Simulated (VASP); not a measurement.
TiNi:

```
CELL_PARAMETERS angstrom
2.98807 0.00000 0.00000
0.00000 2.98807 0.00000
0.00000 0.00000 2.98807
ATOMIC_POSITIONS crystal
Ti 0.50000 0.50000 0.50000
Ni 0.00000 0.00000 0.00000
```

- Program: VASP 6.6.1
- Task: relaxation of cell and atoms
- Functional: LDA
- Potentials or basis: VASP PAW LDA potentials, release 64 (Ti_sv, Ni)
- Cutoff: 600 eV
- k mesh: 8 × 8 × 8
- Occupations: fermi-dirac, width 0.15 eV
- Spin: collinear spin, ferromagnetic start
- Starting moments: [0.0, 1.0] μB

At the start: pressure -8.1 GPa; volume 13.34 Å³/atom.

How do energy, volume and symmetry change on relaxing?

Over 3 steps the energy falls by 16.3 meV/atom and the volume is 12.72 Å³/atom (-4.6 %); space group Pm-3m (No. 221, to 0.1 Å) before and after; moment 0.00 μB per cell.

The path:
| step | energy change (eV) | largest force (eV/Å) | pressure (GPa) | volume (Å³) |
| --- | --- | --- | --- | --- |
| 1 | 0.0000 | 0.0000 | -8.05 | 26.68 |
| 2 | 0.0070 | 0.0000 | 10.59 | 24.17 |
| 3 | -0.0325 | 0.0000 | -0.10 | 25.44 |

Final structure:
```
Ti Ni
1.0
     2.94121    0.00000    0.00000
     0.00000    2.94121    0.00000
     0.00000    0.00000    2.94121
Ti Ni
1 1
Direct
  0.50000 0.50000 0.50000
  0.00000 0.00000 0.00000
```
